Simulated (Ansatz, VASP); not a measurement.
# Two plane-wave programs on InP

```xyz
12
Lattice="4.2144 0.0000 0.0000 0.0000 5.9601 0.0000 0.0000 0.0000 25.5360" Properties=species:S:1:pos:R:3 pbc="T T T"
In    2.1072    2.6642    7.9486
In    0.0000    0.1018    9.5015
In    2.1072    3.0761   11.7674
In    0.0000    0.0960   13.7685
In    2.1072    3.0818   16.0345
In    0.0000   -0.3161   17.5874
P     0.0000    1.4184    7.2678
P     2.1072    4.5755    9.6385
P     0.0000    1.5746   11.6661
P     2.1072    4.5546   13.8700
P     0.0000    1.5953   15.8977
P     2.1072    4.3982   18.2682
```

Alike in both runs: functional PBE; k mesh 8 × 6 × 1; occupations gaussian, width 0.05 eV; no spin polarisation.

Ansatz relaxed the structure, and its values are those at the end. VASP's run is a single point on that final structure, the one shown.

|  | VASP | Ansatz |
| --- | --- | --- |
| version | VASP 6.6.1 | Ansatz 0.2.0 |
| potentials or method | VASP PAW PBE potentials, release 64 (In_d, P), cutoff 520 eV | scalar-relativistic, plane waves, PAW |
| valence electrons in the cell | 108 | 108 |

|  | VASP | Ansatz | Ansatz less VASP |
| --- | --- | --- | --- |
| gap on the k mesh at the Fermi level (eV) | 1.00 | 1.00 | 0.000 |
| least direct gap on the mesh (eV) | 1.00 | 1.00 | 0.000 |
| rms of the force components (eV/Å) | 0.009 | 0.007 | -0.0017 |

Ansatz's warnings: xc potential rough in thin density.
